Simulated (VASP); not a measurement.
# TiAl in VASP: single point with PBEsol

Aim: the single point of TiAl with PBEsol.

Program: VASP 6.6.1. These are calculated values, not measurements. Logs are shortened: lines on timing, memory, paths and dates and some standing lists are left out, and cuts for length are marked.

## 1. The cell of the first run

The typed cell holds 2 atoms: a = 2.792 Å, b = 2.792 Å, c = 4.048 Å, α = 90.00°, β = 90.00°, γ = 90.00°.

## 2. Single point, PBEsol

Input file INCAR:

```
SYSTEM = TiAl
PREC = Accurate
ENCUT = 520
EDIFF = 1E-6
ISMEAR = 0
SIGMA = 0.15
LREAL = .FALSE.
LASPH = .TRUE.
NELM = 100
ALGO = Fast
ISIF = 2
LWAVE = .FALSE.
LCHARG = .FALSE.
GGA = PS
NBANDS = 14
```

Input file KPOINTS:

```
Automatic mesh
0
G
  10 10 10
  0 0 0
```

Input file POSCAR:

```
TiAl
1.0
    2.7920696087      0.0000125819      0.0000441289
    0.0000125819      2.7922801470     -0.0000155728
    0.0000441289     -0.0000155728      4.0475354810
Ti Al
1 1
Direct
   -0.0000352101      0.0000100286      0.0000016057
    0.5000352101      0.4999899714      0.4999983943
```

Potentials or basis: VASP PAW PBE potentials, release 64 (Ti_sv, Al).

The run is started by

```
cat potpaw_PBE.64/Ti_sv/POTCAR potpaw_PBE.64/Al/POTCAR > POTCAR
mpirun -np 1 vasp_std > vasp.out
```

OUTCAR:

```text
SYSTEM = TiAl
   PREC = Accurate
   ENCUT = 520
   EDIFF = 1E-6
   ISMEAR = 0
   LREAL = .FALSE.
   LASPH = .TRUE.
   NELM = 100
   ISIF = 2
   GGA = PS

 ion  position               nearest neighbor table
   1  1.000  0.000  0.000-   2 2.83   2 2.83   2 2.83   2 2.83   2 2.83   2 2.83   2 2.83   2 2.83

   2  0.500  0.500  0.500-   1 2.83   1 2.83   1 2.83   1 2.83   1 2.83   1 2.83   1 2.83   1 2.83

  LATTYP: Found a simple monoclinic cell.
 ALAT       =     2.7920696091
 B/A-ratio  =     1.0000754057
 C/A-ratio  =     1.4496542164
 COS(beta)  =    -0.0000267077

  Lattice vectors:

 A1 = (   2.7920696087,   0.0000125819,   0.0000441289)
 A2 = (  -0.0000125819,  -2.7922801470,   0.0000155728)
 A3 = (  -0.0000441289,   0.0000155728,  -4.0475354810)

Analysis of symmetry for initial positions (statically):
=====================================================================
 Subroutine PRICEL returns:
 Original cell was already a primitive cell.

 Routine SETGRP: Setting up the symmetry group for a
 simple monoclinic supercell.

 Subroutine GETGRP returns: Found  1 space group operations
 (whereof  1 operations were pure point group operations)
 out of a pool of  4 trial point group operations.

The static configuration has the point symmetry C_1 .

Analysis of symmetry for dynamics (positions and initial velocities):
=====================================================================
 Subroutine PRICEL returns:
 Original cell was already a primitive cell.

 Routine SETGRP: Setting up the symmetry group for a
 simple monoclinic supercell.

 Subroutine GETGRP returns: Found  1 space group operations
 (whereof  1 operations were pure point group operations)
 out of a pool of  4 trial point group operations.

The dynamic configuration has the point symmetry C_1 .

 Subroutine INISYM returns: Found  1 space group operations
 (whereof  1 operations are pure point group operations),
 and found     1 'primitive' translations

----------------------------------------------------------------------------------------

                                     Primitive cell

  volume of cell :      31.5556

  direct lattice vectors                    reciprocal lattice vectors
     2.792069609  0.000012582  0.000044129     0.358157260 -0.000001614 -0.000003905
     0.000012582  2.792280147 -0.000015573    -0.000001614  0.358130255  0.000001378
     0.000044129 -0.000015573  4.047535481    -0.000003905  0.000001378  0.247063924

  length of vectors
     2.792069609  2.792280147  4.047535481     0.358157260  0.358130255  0.247063924

  position of ions in fractional coordinates (direct lattice)
     0.999964790  0.000010029  0.000001606
     0.500035210  0.499989971  0.499998394

  ion indices of the primitive-cell ions
   primitive index   ion index
                 1           1
                 2           2

----------------------------------------------------------------------------------------

 KPOINTS: Automatic mesh

Automatic generation of k-mesh.
 Grid dimensions read from file:
 generate k-points for:   10   10   10

 Generating k-lattice:

  Cartesian coordinates                     Fractional coordinates (reciprocal lattice)
     0.035815726 -0.000000161 -0.000000390     0.100000000  0.000000000  0.000000000
    -0.000000161  0.035813025  0.000000138    -0.000000000  0.100000000  0.000000000
    -0.000000390  0.000000138  0.024706392     0.000000000  0.000000000  0.100000000

  Length of vectors
     0.035815726  0.035813025  0.024706392

  Shift w.r.t. Gamma in fractional coordinates (k-lattice)
     0.000000000  0.000000000  0.000000000

 Subroutine IBZKPT returns following result:
 ===========================================

 Found    504 irreducible k-points:

 Following reciprocal coordinates:
            Coordinates               Weight
  0.000000  0.000000  0.000000      1.000000
  0.100000 -0.000000 -0.000000      2.000000
  0.200000 -0.000000 -0.000000      2.000000
  0.300000 -0.000000 -0.000000      2.000000
  0.400000 -0.000000 -0.000000      2.000000
  0.500000 -0.000000 -0.000000      1.000000
[... 16 lines left out ...]
 -0.300000  0.200000  0.000000      2.000000
  0.400000  0.200000  0.000000      2.000000
 [... further k-points ...]
   k-points           NKPTS =    504   k-points in BZ     NKDIM =    504   number of bands    NBANDS=     14
   number of dos      NEDOS =    301   number of ions     NIONS =      2
   total plane-waves  NPLWV =  17280
   dimension x,y,z NGX =    24 NGY =   24 NGZ =   30
   dimension x,y,z NGXF=    48 NGYF=   48 NGZF=   60
   ions per type =               1   1
   NGX,Y,Z   is equivalent  to a cutoff of  14.29, 14.29, 12.32 a.u.
   NGXF,Y,Z  is equivalent  to a cutoff of  28.58, 28.58, 24.64 a.u.
 SYSTEM =  TiAl
   PREC   = accura    normal or accurate (medium, high low for compatibility)
   ISTART =      0    job   : 0-new  1-cont  2-samecut
   ICHARG =      2    charge: 1-file 2-atom 10-const
   ISPIN  =      1    spin polarized calculation?
   LNONCOLLINEAR =      F non collinear calculations
   LSORBIT =      F    spin-orbit coupling
   LASPH  =      T    aspherical Exc in radial PAW
   ENCUT  =  520.0 eV  38.22 Ry    6.18 a.u.   5.19  5.19  7.53*2*pi/ulx,y,z
   NELM   =    100;   NELMIN=  2; NELMDL= -5     # of ELM steps
   EDIFF  = 0.1E-05   stopping-criterion for ELM
   LREAL  =      F    real-space projection
   EDIFFG = 0.1E-04   stopping-criterion for IOM
   NSW    =      0    number of steps for IOM
   IBRION =     -1    ionic relax: 0-MD 1-quasi-New 2-CG
   NFREE  =      0    steps in history (QN), initial steepest desc. (CG)
   ISIF   =      2    stress and relaxation
   ISYM   =      2    0-nonsym 1-usesym 2-fastsym
   POTIM  = 0.5000    time-step for ionic-motion
   TEBEG  =    0.0;   TEEND  =   0.0 temperature during run
   PSTRESS=    0.0 pullay stress
   NELECT =      15.0000    total number of electrons
   NUPDOWN=      -1.0000    fix difference up-down
   EMIN   =  10.00;   EMAX   =-10.00  energy-range for DOS
   EFERMI =   0.00;   METHOD = LEGACY
   ISMEAR =     0;   SIGMA  =   0.15  broadening in eV -4-tet -1-fermi 0-gaus
   EFERMI_NEDOS =   21; number of points for ismear=-14 and -15
   IALGO  =     68    algorithm
   IMIX   =      4    mixing-type and parameters
     AMIX     =   0.40;   BMIX     =  1.00
     AMIX_MAG =   1.60;   BMIX_MAG =  1.00
  volume/ion in A,a.u.               =      15.78       106.47
  Fermi-wavevector in a.u.,A,eV,Ry     =   1.277654  2.414416 22.210150  1.632400
  Thomas-Fermi vector in A             =   2.410241
   LORBIT       =      0    0 simple, 1 ext, 2 COOP (PROOUT), +10 PAW based schemes
   GGA     = PS    functional components
   LHFCALC =     F    Hartree Fock is set to
   AEXX    =    0.0000 exact exchange contribution
   IVDW    =     0    specifies the selected vdW correction
   LEPSILON=     F    determine dielectric tensor
   LRPA    =     F    only Hartree local field effects (RPA)
 non-spin polarized calculation
 RMM-DIIS sequential band-by-band and
 Gauss-broadening in eV      SIGMA  =   0.15
  energy-cutoff  :      520.00
  volume of cell :       31.56
 maximum number of plane-waves:       872
 NGX is ok and might be reduce to    24
   NGX = 11   NGY = 11   NGZ = 15

 number of electron      14.9999998 magnetization

 Free energy of the ion-electron system (eV)
  ---------------------------------------------------
  ext. energy  EPLUGINS =         0.00000000
  ---------------------------------------------------
  free energy    TOTEN  =       -13.26011395 eV

  energy without entropy =      -13.23948367  energy(sigma->0) =      -13.24979881

 E-fermi :   8.5253     XC(G=0): -11.2601

 val. band max:        8.5161460911   @ k =   0.1000   0.1000   0.2000
 cond. band min:       8.5328328533   @ k =   0.3000   0.5000  -0.0000
 fundamental gap:      0.0166867623
 Fermi energy:         8.5253322478

 k-point     1 :       0.0000    0.0000    0.0000
  band No.  band energies     occupation
      1     -47.8081      2.00000
      2     -24.3127      2.00000
      3     -23.8354      2.00000
      4     -23.8351      2.00000
      5      -0.6417      2.00000
      6       6.5702      2.00000
      7       7.6515      2.00000
      8       8.1407      1.99971
      9      10.7625      0.00000
     10      10.7631      0.00000
     11      11.9423      0.00000
     12      14.8366      0.00000
     13      17.1455      0.00000
     14      17.1483      0.00000

 k-point     2 :       0.1000   -0.0000   -0.0000
  band No.  band energies     occupation
      1     -47.8017      2.00000
      2     -24.3064      2.00000
      3     -23.8877      2.00000
      4     -23.8309      2.00000
      5      -0.4401      2.00000
      6       6.7351      2.00000
      7       7.7284      2.00000
      8       7.9682      2.00000
      9      10.7969      0.00000
     10      10.9736      0.00000
     11      11.7444      0.00000
     12      14.7770      0.00000
     13      15.0917      0.00000
     14      17.4020      0.00000

 k-point     3 :       0.2000   -0.0000   -0.0000
  band No.  band energies     occupation
      1     -47.7848      2.00000
      2     -24.2900      2.00000
      3     -24.0238      2.00000
      4     -23.8190      2.00000
      5       0.1537      2.00000
      6       7.1412      2.00000
      7       7.5746      2.00000
      8       7.8040      2.00000
      9      10.8886      0.00000
     10      11.2824      0.00000
     11      11.5209      0.00000
     12      12.9261      0.00000
     13      14.8291      0.00000
     14      18.0865      0.00000
[... 324 lines left out ...]
 k-point    23 :      -0.3000    0.2000    0.0000
  band No.  band energies     occupation
      1     -47.7414      2.00000
      2     -24.2480      2.00000
      3     -24.1661      2.00000
      4     -23.9854      2.00000
      5       1.8389      2.00000
      6       7.3399      2.00000
      7       7.4487      2.00000
      8       8.3167      1.95079
      9       9.6028      0.00000
     10      10.1842      0.00000
     11      12.1653      0.00000
     12      13.8793      0.00000
     13      14.8535      0.00000
     14      15.5543      0.00000

 k-point    24 :       0.4000    0.2000    0.0000
  band No.  band energies     occupation
      1     -47.7246      2.00000
      2     -24.2948      2.00000
      3     -24.2319      2.00000
      4     -23.9710      2.00000
      5       3.0623      2.00000
      6       6.1051      2.00000
      7       7.2583      2.00000
      8       8.6540      0.22504
      9       9.6478      0.00000
     10       9.6729      0.00000
     11      12.5005      0.00000
     12      14.8271      0.00000
     13      15.4404      0.00000
     14      16.1263      0.00000

 [... further k-points ...]
[... 5 lines left out ...]
  --------------------------------------------------------------------------------------
  -------------------------------------------------------------------------------------
  Total       -0.0016301     -0.0038489      0.0168125     -0.0000711      0.0002475     -0.0006410
  in kB       -0.0827679     -0.1954227      0.8536266     -0.0036085      0.0125666     -0.0325438
  external PRESSURE =       0.1918120 kB  Pullay stress =       0.0000000 kB

 VOLUME and BASIS-vectors are now :
 -----------------------------------------------------------------------------
  energy-cutoff  :      520.00
  volume of cell :       31.56
      direct lattice vectors                 reciprocal lattice vectors
     2.792069609  0.000012582  0.000044129     0.358157260 -0.000001614 -0.000003905
     0.000012582  2.792280147 -0.000015573    -0.000001614  0.358130255  0.000001378
     0.000044129 -0.000015573  4.047535481    -0.000003905  0.000001378  0.247063924

 POSITION                                       TOTAL-FORCE (eV/Angst)
 -----------------------------------------------------------------------------------
      2.79197      0.00004      0.00005         0.000908     -0.000260     -0.000082
      1.39616      1.39611      2.02378        -0.000908      0.000260      0.000082
 -----------------------------------------------------------------------------------
    total drift:                               -0.000003     -0.000002     -0.000004

  FREE ENERGIE OF THE ION-ELECTRON SYSTEM (eV)
  ---------------------------------------------------
  free  energy   TOTEN  =       -13.2601139456 eV

  energy  without entropy=      -13.2394836724  energy(sigma->0) =      -13.24979881
```

Run time: 2 min. Hardware: 1 thread of Intel Xeon 6975P-C (Granite Rapids), shared host; peak memory 0.34 GiB.

Results:

```
Free energy            : -13.2601 eV
Pressure               : 0.0 GPa
Band gap on the k mesh : zero (an odd number of electrons rules out a gap without spin polarisation)
```

Stress tensor (GPa, compression positive):
```
-0.01  0.00  0.00
 0.00 -0.02  0.00
 0.00  0.00  0.09
```

Levels at points of the mesh, in eV from the Fermi level:
| k point | band 6 | band 7 | band 8 | band 9 | band 10 | band 11 |
| --- | --- | --- | --- | --- | --- | --- |
| (0.00, 0.00, 0.00) | -1.96 | -0.87 | -0.38 | 2.24 | 2.24 | 3.42 |
| (0.50, 0.00, 0.00) | -4.54 | -1.78 | -0.27 | 1.78 | 2.61 | 4.62 |
| (0.00, 0.50, 0.00) | -4.54 | -1.78 | -0.27 | 1.78 | 2.61 | 4.63 |
| (0.50, 0.50, 0.00) | -0.45 | -0.42 | -0.42 | -0.25 | -0.25 | 4.41 |
| (0.00, 0.00, 0.50) | -5.34 | -0.70 | 0.59 | 1.88 | 1.88 | 3.43 |
| (0.50, 0.00, 0.50) | -3.00 | -1.22 | -1.10 | 1.37 | 1.83 | 2.38 |
| (0.00, 0.50, 0.50) | -3.00 | -1.22 | -1.11 | 1.37 | 1.83 | 2.39 |
| (0.50, 0.50, 0.50) | -2.31 | -2.31 | 1.96 | 2.18 | 2.69 | 4.30 |

Caveat: the PAW data sets were made with another functional, which shifts forces and pressure a little.
